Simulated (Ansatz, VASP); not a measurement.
**One calculation of BeTe, two programs**

```xyz
2
Lattice="0.0000 2.7700 2.7700 2.7700 0.0000 2.7700 2.7700 2.7700 0.0000" Properties=species:S:1:pos:R:3 pbc="T T T"
Te    4.1550    4.1550    4.1550
Be    0.0000    0.0000    0.0000
```

Alike in both runs: task single point; functional PBE; k mesh 5 × 5 × 5; occupations fermi-dirac, width 0.03 eV; no spin polarisation.

```csv
,VASP,Ansatz
version,VASP 6.6.1,Ansatz 0.2.0
potentials or method,"VASP PAW PBE potentials, release 64 (Te, Be), cutoff 520 eV","all-electron LAPW, scalar-relativistic"
```

```csv
,VASP,Ansatz,Ansatz less VASP
gap on the k mesh at the Fermi level (eV),1.96,1.98,+0.017
least direct gap on the mesh (eV),3.56,3.58,+0.022
pressure (GPa),4.6,4.4,-0.18
```

Ansatz ran all-electron here, and VASP with PAW potentials.

Spin-orbit coupling is off throughout.
